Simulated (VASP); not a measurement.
A run of VASP 6.6.1 is set up as follows.

File INCAR:

```
SYSTEM = Cu5Pt2
PREC = Accurate ; ENCUT = 520
EDIFF = 1E-6 ; ISMEAR = 0
SIGMA = 0.1 ; LREAL = .FALSE.
LASPH = .TRUE. ; NELM = 100
ALGO = Fast ; ISIF = 2
LWAVE = .FALSE. ; LCHARG = .FALSE.
GGA = PE ; NBANDS = 46
```

The input KPOINTS:

```
regular mesh
0
G
  4 4 4
  0 0 0
```

The input POSCAR:

```
Cu5Pt2
1.0
    0.0000000000      4.2089480658      4.2089480658
    4.2089480658      0.0000000000      4.2089480658
    4.2089480658      4.2089480658      0.0000000000
Cu Pt
5 2
Direct
    0.4041411416      0.4041411416      0.4041411416
    0.4041411416      0.4041411416      0.7875765751
    0.4041411416      0.7875765751      0.4041411416
    0.7875765751      0.4041411416      0.4041411416
    0.0000000000      0.0000000000      0.0000000000
    0.7500000000      0.7500000000      0.7500000000
    0.2500000000      0.2500000000      0.2500000000
```

Potentials or basis: VASP PAW PBE potentials, release 64 (Cu, Pt).

The run is started by

```sh
$ cat potpaw_PBE.64/Cu/POTCAR potpaw_PBE.64/Pt/POTCAR > POTCAR
$ mpirun -np 1 vasp_std > vasp.out
```

**Question.** Estimate the pressure.

**Answer.** 0.1 GPa.

**Question.** What does it give for the band gap on the k mesh?

**Answer.** Zero (an odd number of electrons rules out a gap without spin polarisation).

**Question.** Estimate the largest force.

**Answer.** 0.041 eV/Å.

Forces in eV/Å, atoms in the order of the input:
```
Cu  -0.024 -0.024 -0.024
Cu   0.024  0.024 -0.024
Cu   0.024 -0.024  0.024
Cu  -0.024  0.024  0.024
Cu   0.000  0.000  0.000
Pt   0.000  0.000  0.000
Pt   0.000  0.000  0.000
```

Caveat: spin-orbit coupling is left out, which moves the levels of the heavy elements.
